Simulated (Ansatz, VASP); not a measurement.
One calculation of Ru, two programs

INCAR

```
SYSTEM = Ru
PREC = Accurate
ENCUT = 500
EDIFF = 1E-6
ISMEAR = 1
SIGMA = 0.047
LREAL = .False.
LASPH = .True.
NELM = 120
ALGO = Normal
ISIF = 2
LWAVE = .False.
LCHARG = .True.
GGA = PE
LELF = .True.
LVHAR = .True.
NBANDS = 13
GGA_COMPAT = .False.
```

KPOINTS

```
regular mesh
0
Gamma
  11 11 11
  0 0 0
```

POSCAR

```
Ru
1.0
    0.0000000000      1.9110450000      1.9110450000
    1.9110450000      0.0000000000      1.9110450000
    1.9110450000      1.9110450000      0.0000000000
Ru
1
Direct
    0.0000000000      0.0000000000      0.0000000000
```

Input for Ansatz:

```yaml
crystal:
  lattice:
    - [0.0, 1.911045, 1.911045]
    - [1.911045, 0.0, 1.911045]
    - [1.911045, 1.911045, 0.0]
  atoms:
    - { symbol: Ru, position: [0.0, 0.0, 0.0] }
  symmetry: { tolerance: 0.0003 }
kpoints:
  mp_grid: { grid: [11, 11, 11], shift: [0, 0, 0] }
  band_path:
    path:
      - [0.0, 0.0, 0.0]
      - [0.5, 0.0, 0.5]
      - [0.625, 0.25, 0.625]
      - [0.375, 0.375, 0.75]
      - [0.0, 0.0, 0.0]
      - [0.5, 0.5, 0.5]
      - [0.5, 0.25, 0.75]
      - [0.5, 0.0, 0.5]
    npoints: 8
magnetization:
  spin_polarized: false
scf:
  occupations: { method: methfessel_paxton, width: 0.047 }
  lower_state_search: "off"
  max_iter: 200
hamiltonian:
  pseudopotentials: { kind: paw }
  xc: pbe
basis:
  ecutwfc: 420
  fft_grid_basis: typed
output:
  forces: true
  stress: true
  eigenvalues: true
  bader: true
  populations: true
  elf: true
  write_potential: true
  volumetric_format: npy
  dos:
    e_range: [-12, 8]
    de: 0.05
    projected: { site_lists: { Ru: [Ru] } }
checkpoint:
  read: saved_state
```

Alike in both runs: task single point; functional PBE; k mesh 11 × 11 × 11; occupations methfessel-paxton of order 1, width 0.047 eV; no spin polarisation.

|  | VASP | Ansatz |
| --- | --- | --- |
| version | VASP 6.6.1 | Ansatz 0.2.0 |
| potentials or method | VASP PAW PBE potentials, release 64 (Ru_pv), cutoff 500 eV | PAW plane waves |
| valence electrons in the cell | 14 | 16 |

|  | VASP | Ansatz | Ansatz less VASP |
| --- | --- | --- | --- |
| pressure (GPa) | -3.0 | -2.9 | +0.08 |

The functional is the same, so the differences come from potentials, cutoffs and numerics. VASP's potentials hold 14 valence electrons a cell and Ansatz's 16, so a difference there can come from the potentials and not from the codes.
